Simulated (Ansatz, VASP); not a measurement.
# MgO: VASP beside Ansatz

File POSCAR:

```
MgO
1.0
    2.9230552965     -0.0819917011      0.0000000000
   -1.5325345443      2.5724359939      0.0000000000
    0.0000000000      0.0000000000      5.0921016473
Mg O
2 2
Direct
    0.0000000000      0.0000000000      0.0000000000
    0.0000000000      0.0000000000      0.5000000000
    0.3331115734      0.6651479499      0.2500000000
    0.6668884266      0.3348520501      0.7500000000
```

Contents of INCAR.step1:

```
PREC = Accurate ; ENCUT = 520
ISMEAR = 0 ; SIGMA = 0.01
LREAL = False ; LASPH = True
NELM = 80 ; NBANDS = 16
GGA = PE ; ALGO = Normal
EDIFF = 1E-4 ; LWAVE = True
LCHARG = False
```

Contents of INCAR.step2:

```
PREC = Accurate ; ENCUT = 520
EDIFF = 1E-6 ; ISMEAR = 0
SIGMA = 0.01 ; LREAL = False
LASPH = True ; NELM = 80
ALGO = Normal ; ISIF = 2
LWAVE = False ; LCHARG = True
METAGGA = R2SCAN ; LMIXTAU = True
LELF = True ; LVHAR = True
NBANDS = 16 ; ISTART = 1
```

KPOINTS

```
Automatic mesh
0
Gamma
  12 12 6
```

Input for Ansatz:

```yaml
crystal:
  lattice:
    - [2.9230552965, -0.0819917011, 0.0]
    - [-1.5325345443, 2.5724359939, 0.0]
    - [0.0, 0.0, 5.0921016473]
  atoms:
    - { symbol: Mg, position: [0.0, 0.0, 0.0] }
    - { symbol: Mg, position: [0.0, 0.0, 0.5] }
    - { symbol: O, position: [0.3331115734, 0.6651479499, 0.25] }
    - { symbol: O, position: [0.6668884266, 0.3348520501, 0.75] }
kpoints:
  mp_grid: { grid: [12, 12, 6] }
  band_path:
    path:
      - [0.0, 0.0, 0.0]
      - [0.5, 0.0, 0.0]
      - [0.3333333333, 0.3333333333, 0.0]
      - [0.0, 0.0, 0.5]
      - [0.5, 0.0, 0.5]
      - [0.3333333333, 0.3333333333, 0.5]
    npoints: 1
hamiltonian:
  xc: r2scan
scf:
  occupations: { method: fixed }
  n_extra_bands: 5
output:
  forces: true
  stress: true
  eigenvalues: true
```

Change from the starting cell: shear_xy strain -5.6%.

Alike in both runs: task single point; functional r2SCAN; k mesh 12 × 12 × 6; no spin polarisation.

|  | VASP | Ansatz |
| --- | --- | --- |
| version | VASP 6.6.1 | Ansatz 0.2.0 |
| potentials or method | VASP PAW PBE potentials, release 64 (Mg, O) | plane waves, PAW |
| plane-wave cutoff (eV) | 520 | 500 |
| occupations | gaussian, width 0.01 eV | fixed |
| valence electrons in the cell | 16 | 32 |

Ansatz gave:

```
gap on the k mesh at the Fermi level (eV)                     : 5.19
pressure (GPa)                                                : 0.5
traceless stress, the component that is largest in VASP (GPa) : 7.61
```

Which values does VASP return?

gap on the k mesh at the Fermi level (eV): 5.16; pressure (GPa): -0.6; traceless stress, the component that is largest in VASP (GPa): 7.66.

VASP's potentials were made for PBE, not for r2SCAN. VASP's potentials hold 16 valence electrons a cell and Ansatz's 32, so a difference there can come from the potentials and not from the codes.
